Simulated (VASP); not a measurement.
A run of VASP 6.6.1 is set up as follows.

File INCAR:

```
SYSTEM = BaZrO3
PREC = Accurate
ENCUT = 520
EDIFF = 1E-6
ISMEAR = 0
SIGMA = 0.05
LREAL = .False.
LASPH = .True.
NELM = 80
ALGO = Normal
ISIF = 2
LWAVE = .False.
LCHARG = .False.
GGA = PE
NBANDS = 28
```

The input KPOINTS:

```
Automatic mesh
0
Gamma
  6 6 6
  0 0 0
```

File POSCAR:

```
BaZrO3
1.0
    4.1815000000      0.0000000000      0.0000000000
    0.0000000000      4.1815000000      0.0000000000
    0.0000000000      0.0000000000      4.1815000000
Ba Zr O
1 1 3
Direct
    0.5211379523      0.4788620477      0.5000000000
    0.0000000000      0.0000000000      0.0000000000
    0.5000000000      0.0000000000      0.0000000000
    0.0000000000      0.5000000000      0.0000000000
    0.0000000000      0.0000000000      0.5000000000
```

Potentials or basis: VASP PAW PBE potentials, release 64 (Ba_sv, Zr_sv, O).

Command:

```sh
$ cat potpaw_PBE.64/Ba_sv/POTCAR potpaw_PBE.64/Zr_sv/POTCAR potpaw_PBE.64/O/POTCAR > POTCAR
$ mpirun -np 1 vasp_std > vasp.out
```

(1) Predict the band gap on the k mesh.

(2) What does it give for the pressure?

(3) What does it give for the largest force?

## Answers

(1) 3.19 eV, indirect (least direct gap 3.41 eV).

(2) 6.6 GPa.

(3) 0.528 eV/Å.

Caveat: the cell differs from its parent crystal (all Ba atoms moved +0.125 Å, as atom 1 along Cartesian [1 -1 0]); spin-orbit coupling is left out, which moves the levels of the heavy elements.
